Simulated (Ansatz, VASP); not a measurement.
# Two plane-wave programs on Ba3Si

File INCAR:

```
ALGO     = Fast           # electronic algorithm
EDIFF    = 1E-6           # SCF threshold, eV
EDIFFG   = -0.01          # ionic threshold
ENCUT    = 600            # plane-wave cutoff, eV
GGA      = PE             # functional
IBRION   = 2              # ionic algorithm
ISIF     = 3              # what is computed and relaxed
ISMEAR   = 0              # smearing method
LASPH    = True           # aspherical terms in the spheres
LCHARG   = False          # write CHGCAR
LREAL    = False          # projectors in reciprocal space
LWAVE    = False          # write WAVECAR
NELM     = 100            # most SCF steps
NSW      = 100            # ionic steps
PREC     = Accurate       # precision mode
SIGMA    = 0.1            # smearing width, eV
```

Contents of KPOINTS:

```
k-points
0
Gamma
  10 10 10
```

POSCAR

```
Ba3Si
1.0
    5.3876236017      0.0000000000      0.0000000000
    0.0000000000      5.3876236017      0.0000000000
    0.0000000000      0.0000000000      5.3876236017
Ba Si
3 1
Direct
    0.0000000000      0.5000000000      0.5000000000
    0.5000000000      0.0000000000      0.5000000000
    0.5000000000      0.5000000000      0.0000000000
    0.0000000000      0.0000000000      0.0000000000
```

Input for Ansatz:

```yaml
crystal:
  lattice:
    - [5.3876236017, 0.0, 0.0]
    - [0.0, 5.3876236017, 0.0]
    - [0.0, 0.0, 5.3876236017]
  atoms:
    - { symbol: Ba, position: [0.0, 0.5, 0.5] }
    - { symbol: Ba, position: [0.5, 0.0, 0.5] }
    - { symbol: Ba, position: [0.5, 0.5, 0.0] }
    - { symbol: Si, position: [0.0, 0.0, 0.0] }
basis:
  ecutwfc: 420
kpoints:
  mp_grid: { grid: [10, 10, 10] }
hamiltonian:
  xc: pbe
scf:
  occupations: { method: gaussian, width: 0.1 }
output:
  forces: true
  stress: true
  eigenvalues: true
relax:
  adjacent_minimum: "off"
  f_tol: 0.01
  max_steps: 80
  cell: { stress_tol: 0.05 }
```

Alike in both runs: task relaxation of cell and atoms; functional PBE; k mesh 10 × 10 × 10; occupations gaussian, width 0.1 eV; no spin polarisation.

|  | VASP | Ansatz |
| --- | --- | --- |
| version | VASP 6.6.1 | Ansatz 0.2.0 |
| potentials or method | VASP PAW PBE potentials, release 64 (Ba_sv, Si), cutoff 600 eV | scalar-relativistic, plane waves, PAW |
| valence electrons in the cell | 34 | 34 |

|  | VASP | Ansatz | Ansatz less VASP |
| --- | --- | --- | --- |
| gap on the k mesh at the Fermi level, each at its own relaxed structure (eV) | none | none | - |
| relaxed volume (Å³/atom) | 39.99 | 39.10 | -0.894 |
| relaxed cell length with the largest relative difference (Å) | 5.428 | 5.388 | -0.0408 |

A gap of «none» marks a metal or a gap that the smearing closes.

Spin-orbit coupling is off throughout.
